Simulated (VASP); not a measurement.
# SiB2 (P-4n2) in VASP: further runs

Runs on SiB2. Level: PBE. Tasks: single point.

All numbers are computed with VASP 6.6.1; they aren't measurements. Logs are shortened: lines on timing, memory, paths and dates and some standing lists are left out, and cuts for length are marked.

## (1) The cell of the first run

Symmetry: P-4n2, No. 118, tetragonal system. Conventional cell: a = 4.139 Å, b = 4.139 Å, c = 4.127 Å, α = 90.00°, β = 90.00°, γ = 90.00°. Within 2.5 Å of Si (site symmetry -4) lie 4 B at 1.87 Å. Within 2.4 Å of B (site symmetry 2) lie 1 B at 1.81 Å and 2 Si at 1.87 Å.

The cell was built from a structure type or drawn by symmetry, and may not be a known phase.

## (2) Single point, PBE

INCAR

```
SYSTEM = SiB2
PREC = Accurate
ENCUT = 500
EDIFF = 1E-6
ISMEAR = 0
SIGMA = 0.1
LREAL = .FALSE.
LASPH = .TRUE.
NELM = 120
ALGO = Normal
ISIF = 2
LWAVE = .FALSE.
LCHARG = .FALSE.
GGA = PE
NBANDS = 19
GGA_COMPAT = .FALSE.
```

KPOINTS

```
Automatic mesh
0
G
  4 4 4
  0 0 0
```

POSCAR

```
SiB2
1.0
    4.1388060500      0.0000000000      0.0000000000
    0.0000000000      4.1388060500      0.0000000000
    0.0000000000      0.0000000000      4.1265827000
Si B
2 4
Direct
    0.5000000000      0.5000000000      0.0000000000
    0.0000000000      0.0000000000      0.5000000000
    0.1548886100      0.3451113900      0.2500000000
    0.8451113900      0.6548886100      0.2500000000
    0.3451113900      0.8451113900      0.7500000000
    0.6548886100      0.1548886100      0.7500000000
```

Potentials or basis: VASP PAW PBE potentials, release 64 (Si, B).

On the command line:

```
$ cat potpaw_PBE.64/Si/POTCAR potpaw_PBE.64/B/POTCAR > POTCAR
$ mpirun -np 1 vasp_std > vasp.out
```

OUTCAR:

```text
SYSTEM = SiB2
   PREC = Accurate
   ENCUT = 500
   EDIFF = 1E-6
   ISMEAR = 0
   LREAL = .FALSE.
   LASPH = .TRUE.
   NELM = 120
   ISIF = 2
   GGA = PE

 ion  position               nearest neighbor table
   1  0.500  0.500  0.000-   3 1.87   4 1.87   5 1.87   6 1.87
   2  0.000  0.000  0.500-   3 1.87   4 1.87   5 1.87   6 1.87
   3  0.155  0.345  0.250-   4 1.81   2 1.87   1 1.87
   4  0.845  0.655  0.250-   3 1.81   2 1.87   1 1.87
   5  0.345  0.845  0.750-   6 1.81   2 1.87   1 1.87
   6  0.655  0.155  0.750-   5 1.81   2 1.87   1 1.87

  LATTYP: Found a simple tetragonal cell.
 ALAT       =     4.1388060500
 C/A-ratio  =     0.9970466483

  Lattice vectors:

 A1 = (   4.1388060500,   0.0000000000,   0.0000000000)
 A2 = (   0.0000000000,   4.1388060500,   0.0000000000)
 A3 = (   0.0000000000,   0.0000000000,   4.1265827000)

Analysis of symmetry for initial positions (statically):
=====================================================================
 Subroutine PRICEL returns:
 Original cell was already a primitive cell.

 Routine SETGRP: Setting up the symmetry group for a
 simple tetragonal supercell.

 Subroutine GETGRP returns: Found  8 space group operations
 (whereof  4 operations were pure point group operations)
 out of a pool of 16 trial point group operations.

The static configuration has the point symmetry S_4 .
 The point group associated with its full space group is D_2d.

Analysis of symmetry for dynamics (positions and initial velocities):
=====================================================================
 Subroutine PRICEL returns:
 Original cell was already a primitive cell.

 Routine SETGRP: Setting up the symmetry group for a
 simple tetragonal supercell.

 Subroutine GETGRP returns: Found  8 space group operations
 (whereof  4 operations were pure point group operations)
 out of a pool of 16 trial point group operations.

The dynamic configuration has the point symmetry S_4 .
 The point group associated with its full space group is D_2d.

 Subroutine INISYM returns: Found  8 space group operations
 (whereof  4 operations are pure point group operations),
 and found     1 'primitive' translations

----------------------------------------------------------------------------------------

                                     Primitive cell

  volume of cell :      70.6872

  direct lattice vectors                    reciprocal lattice vectors
     4.138806050  0.000000000  0.000000000     0.241615574  0.000000000  0.000000000
     0.000000000  4.138806050  0.000000000     0.000000000  0.241615574  0.000000000
     0.000000000  0.000000000  4.126582700     0.000000000  0.000000000  0.242331264

  length of vectors
     4.138806050  4.138806050  4.126582700     0.241615574  0.241615574  0.242331264

  position of ions in fractional coordinates (direct lattice)
     0.500000000  0.500000000  0.000000000
     0.000000000  0.000000000  0.500000000
     0.154888610  0.345111390  0.250000000
     0.845111390  0.654888610  0.250000000
     0.345111390  0.845111390  0.750000000
     0.654888610  0.154888610  0.750000000

  ion indices of the primitive-cell ions
   primitive index   ion index
                 1           1
                 2           2
                 3           3
                 4           4
                 5           5
                 6           6

----------------------------------------------------------------------------------------

 KPOINTS: Automatic mesh

Automatic generation of k-mesh.
 Grid dimensions read from file:
 generate k-points for:    4    4    4

 Generating k-lattice:

  Cartesian coordinates                     Fractional coordinates (reciprocal lattice)
     0.060403894  0.000000000  0.000000000     0.250000000  0.000000000  0.000000000
     0.000000000  0.060403894  0.000000000     0.000000000  0.250000000  0.000000000
     0.000000000  0.000000000  0.060582816     0.000000000  0.000000000  0.250000000

  Length of vectors
     0.060403894  0.060403894  0.060582816

  Shift w.r.t. Gamma in fractional coordinates (k-lattice)
     0.000000000  0.000000000  0.000000000

 Subroutine IBZKPT returns following result:
 ===========================================

 Found     18 irreducible k-points:

 Following reciprocal coordinates:
            Coordinates               Weight
  0.000000  0.000000  0.000000      1.000000
  0.250000  0.000000  0.000000      4.000000
  0.500000  0.000000  0.000000      2.000000
  0.250000  0.250000  0.000000      4.000000
  0.500000  0.250000  0.000000      4.000000
  0.500000  0.500000  0.000000      1.000000
[... 10 lines left out ...]
  0.500000  0.250000  0.500000      4.000000
  0.500000  0.500000  0.500000      1.000000
   k-points           NKPTS =     18   k-points in BZ     NKDIM =     18   number of bands    NBANDS=     19
   number of dos      NEDOS =    301   number of ions     NIONS =      6
   total plane-waves  NPLWV =  27000
   dimension x,y,z NGX =    30 NGY =   30 NGZ =   30
   dimension x,y,z NGXF=    60 NGYF=   60 NGZF=   60
   ions per type =               2   4
   NGX,Y,Z   is equivalent  to a cutoff of  12.05, 12.05, 12.09 a.u.
   NGXF,Y,Z  is equivalent  to a cutoff of  24.10, 24.10, 24.17 a.u.
 SYSTEM =  SiB2
   PREC   = accura    normal or accurate (medium, high low for compatibility)
   ISTART =      0    job   : 0-new  1-cont  2-samecut
   ICHARG =      2    charge: 1-file 2-atom 10-const
   ISPIN  =      1    spin polarized calculation?
   LNONCOLLINEAR =      F non collinear calculations
   LSORBIT =      F    spin-orbit coupling
   LASPH  =      T    aspherical Exc in radial PAW
   ENCUT  =  500.0 eV  36.75 Ry    6.06 a.u.   7.55  7.55  7.52*2*pi/ulx,y,z
   NELM   =    120;   NELMIN=  2; NELMDL= -5     # of ELM steps
   EDIFF  = 0.1E-05   stopping-criterion for ELM
   LREAL  =      F    real-space projection
   EDIFFG = 0.1E-04   stopping-criterion for IOM
   NSW    =      0    number of steps for IOM
   IBRION =     -1    ionic relax: 0-MD 1-quasi-New 2-CG
   NFREE  =      0    steps in history (QN), initial steepest desc. (CG)
   ISIF   =      2    stress and relaxation
   ISYM   =      2    0-nonsym 1-usesym 2-fastsym
   POTIM  = 0.5000    time-step for ionic-motion
   TEBEG  =    0.0;   TEEND  =   0.0 temperature during run
   PSTRESS=    0.0 pullay stress
   NELECT =      20.0000    total number of electrons
   NUPDOWN=      -1.0000    fix difference up-down
   EMIN   =  10.00;   EMAX   =-10.00  energy-range for DOS
   EFERMI =   0.00;   METHOD = LEGACY
   ISMEAR =     0;   SIGMA  =   0.10  broadening in eV -4-tet -1-fermi 0-gaus
   EFERMI_NEDOS =   21; number of points for ismear=-14 and -15
   IALGO  =     38    algorithm
   IMIX   =      4    mixing-type and parameters
     AMIX     =   0.40;   BMIX     =  1.00
     AMIX_MAG =   1.60;   BMIX_MAG =  1.00
  volume/ion in A,a.u.               =      11.78        79.50
  Fermi-wavevector in a.u.,A,eV,Ry     =   1.074743  2.030970 15.715713  1.155072
  Thomas-Fermi vector in A             =   2.210580
   LORBIT       =      0    0 simple, 1 ext, 2 COOP (PROOUT), +10 PAW based schemes
   GGA     = PE    functional components
   LHFCALC =     F    Hartree Fock is set to
   AEXX    =    0.0000 exact exchange contribution
   IVDW    =     0    specifies the selected vdW correction
   LEPSILON=     F    determine dielectric tensor
   LRPA    =     F    only Hartree local field effects (RPA)
 non-spin polarized calculation
 Gauss-broadening in eV      SIGMA  =   0.10
  energy-cutoff  :      500.00
  volume of cell :       70.69
 maximum number of plane-waves:      1832
   NGX = 15   NGY = 15   NGZ = 15

 number of electron      19.9999997 magnetization

 Free energy of the ion-electron system (eV)
  ---------------------------------------------------
  ext. energy  EPLUGINS =         0.00000000
  ---------------------------------------------------
  free energy    TOTEN  =       -31.00913408 eV

  energy without entropy =      -30.99392619  energy(sigma->0) =      -31.00153013

 E-fermi :   5.0791     XC(G=0): -10.3314

 val. band max:        5.0368698551   @ k =   0.2500   0.2500   0.0000
 cond. band min:       5.1109669521   @ k =   0.2500   0.2500   0.5000
 fundamental gap:      0.0740970970
 Fermi energy:         5.0790983730

 k-point     1 :       0.0000    0.0000    0.0000
  band No.  band energies     occupation
      1      -7.5262      2.00000
      2      -2.5155      2.00000
      3      -1.7454      2.00000
      4      -0.2618      2.00000
      5      -0.2618      2.00000
      6       2.3533      2.00000
[... 11 lines left out ...]
     18      12.5667      0.00000
     19      14.3518      0.00000

 k-point     2 :       0.2500    0.0000    0.0000
  band No.  band energies     occupation
      1      -7.0812      2.00000
      2      -3.8142      2.00000
      3      -1.6185      2.00000
      4       0.0617      2.00000
      5       0.3792      2.00000
      6       1.5385      2.00000
[... 11 lines left out ...]
     18      13.0771      0.00000
     19      13.3830      0.00000

 k-point     3 :       0.5000    0.0000    0.0000
  band No.  band energies     occupation
      1      -5.7809      2.00000
      2      -5.7809      2.00000
      3      -0.4057      2.00000
      4      -0.4057      2.00000
      5       0.8071      2.00000
      6       0.8071      2.00000
[... 11 lines left out ...]
     18      12.4127      0.00000
     19      14.1715      0.00000

 k-point     4 :       0.2500    0.2500    0.0000
  band No.  band energies     occupation
      1      -6.6402      2.00000
      2      -3.7127      2.00000
      3      -2.9018      2.00000
      4      -0.1944      2.00000
      5       0.7634      2.00000
      6       0.8917      2.00000
[... 11 lines left out ...]
     18      13.4797      0.00000
     19      14.6788      0.00000

 k-point     5 :       0.5000    0.2500    0.0000
  band No.  band energies     occupation
      1      -5.3597      2.00000
      2      -5.3597      2.00000
      3      -2.0068      2.00000
      4      -2.0068      2.00000
      5       1.5207      2.00000
      6       1.5207      2.00000
[... 11 lines left out ...]
     18      13.7585      0.00000
     19      14.4881      0.00000

 k-point     6 :       0.5000    0.5000    0.0000
  band No.  band energies     occupation
      1      -4.4464      2.00000
      2      -4.4464      2.00000
      3      -3.5934      2.00000
      4      -3.5934      2.00000
      5       2.0321      2.00000
      6       2.0321      2.00000
[... 11 lines left out ...]
     18      12.8129      0.00000
     19      14.3658      0.00000

 k-point     7 :       0.0000    0.0000    0.2500
  band No.  band energies     occupation
      1      -7.0936      2.00000
      2      -4.0131      2.00000
      3      -0.7101      2.00000
      4       0.0695      2.00000
      5       0.0695      2.00000
      6       1.9054      2.00000
[... 11 lines left out ...]
     18      13.4959      0.00000
     19      14.5011      0.00000

 k-point     8 :       0.2500    0.0000    0.2500
  band No.  band energies     occupation
      1      -6.6596      2.00000
      2      -4.0773      2.00000
      3      -2.2051      2.00000
      4       0.0191      2.00000
      5       0.7750      2.00000
      6       0.8547      2.00000
[... 124 lines left out ...]
 k-point    14 :       0.2500    0.0000    0.5000
  band No.  band energies     occupation
      1      -5.4742      2.00000
      2      -5.4742      2.00000
      3      -1.4480      2.00000
      4      -1.4480      2.00000
      5       1.4517      2.00000
      6       1.4517      2.00000
[... 11 lines left out ...]
     18      13.5866      0.00000
     19      15.4859      0.00000

 k-point    15 :       0.5000    0.0000    0.5000
  band No.  band energies     occupation
      1      -4.8593      2.00000
      2      -4.8593      2.00000
      3      -2.8330      2.00000
      4      -2.8330      2.00000
      5       1.7591      2.00000
      6       1.7591      2.00000
[... 11 lines left out ...]
     18      14.2584      0.00000
     19      14.5617      0.00000

 k-point    16 :       0.2500    0.2500    0.5000
  band No.  band energies     occupation
      1      -5.1081      2.00000
      2      -5.0943      2.00000
      3      -1.7595      2.00000
      4      -1.3715      2.00000
      5      -0.7134      2.00000
      6       0.0553      2.00000
[... 11 lines left out ...]
     18      13.7116      0.00000
     19      14.5358      0.00000

 k-point    17 :       0.5000    0.2500    0.5000
  band No.  band energies     occupation
      1      -4.4959      2.00000
      2      -4.4493      2.00000
      3      -2.7059      2.00000
      4      -2.5821      2.00000
      5      -0.4209      2.00000
      6       0.2181      2.00000
[... 11 lines left out ...]
     18      14.2180      0.00000
     19      14.5283      0.00000

 k-point    18 :       0.5000    0.5000    0.5000
  band No.  band energies     occupation
      1      -3.8258      2.00000
      2      -3.5992      2.00000
      3      -2.9277      2.00000
      4      -2.9277      2.00000
      5      -1.0079      2.00000
      6      -0.0313      2.00000
[... 11 lines left out ...]
     18      14.2011      0.00000
     19      14.8025      0.00000

------------------------ aborting loop because EDIFF is reached ----------------------------------------

  FORCE on cell =-STRESS in cart. coord.  units (eV):
  Direction    XX          YY          ZZ          XY          YZ          ZX
  --------------------------------------------------------------------------------------
  -------------------------------------------------------------------------------------
  Total        8.0027742      8.0027742     13.3021801      0.0000000     -0.0000000      0.0000000
  in kB      181.3887901    181.3887901    301.5037400      0.0000000     -0.0000000      0.0000000
  external PRESSURE =     221.4271067 kB  Pullay stress =       0.0000000 kB

 VOLUME and BASIS-vectors are now :
 -----------------------------------------------------------------------------
  energy-cutoff  :      500.00
  volume of cell :       70.69
      direct lattice vectors                 reciprocal lattice vectors
     4.138806050  0.000000000  0.000000000     0.241615574  0.000000000  0.000000000
     0.000000000  4.138806050  0.000000000     0.000000000  0.241615574  0.000000000
     0.000000000  0.000000000  4.126582700     0.000000000  0.000000000  0.242331264

 POSITION                                       TOTAL-FORCE (eV/Angst)
 -----------------------------------------------------------------------------------
      2.06940      2.06940      0.00000        -0.000000      0.000000      0.000000
      0.00000      0.00000      2.06329        -0.000000      0.000000      0.000000
      0.64105      1.42835      1.03165        -2.246005      2.246005     -0.000000
      3.49775      2.71046      1.03165         2.246005     -2.246005     -0.000000
      1.42835      3.49775      3.09494         2.246005      2.246005      0.000000
      2.71046      0.64105      3.09494        -2.246005     -2.246005      0.000000
 -----------------------------------------------------------------------------------
    total drift:                                0.000000     -0.000000      0.000000

  FREE ENERGIE OF THE ION-ELECTRON SYSTEM (eV)
  ---------------------------------------------------
  free  energy   TOTEN  =       -31.0091340770 eV

  energy  without entropy=      -30.9939261909  energy(sigma->0) =      -31.00153013
```

Run time: 9 s. Hardware: 1 thread of Intel Xeon 6975P-C (Granite Rapids), shared host; peak memory 0.16 GiB.

What came out:

- Free energy: -31.0091 eV
- Pressure: 22.1 GPa
- Largest force: 3.176 eV/Å
- Band gap on the k mesh: zero (bands 10 and 11 overlap by 2.10 eV)

Forces in eV/Å, atoms in the order of the input:
```
Si   0.000  0.000  0.000
Si   0.000  0.000  0.000
B   -2.246  2.246  0.000
B    2.246 -2.246  0.000
B    2.246  2.246  0.000
B   -2.246 -2.246  0.000
```

Stress tensor (GPa, compression positive):
```
18.14  0.00  0.00
 0.00 18.14  0.00
 0.00  0.00 30.15
```

Caveat: the k points lie up to 0.38 Å⁻¹ apart, too coarse for converged energies and pressures of a metal; forces of over 1 eV/Å act on the atoms, so gaps and moduli don't describe the material at rest.

[end of part 1 of 2]
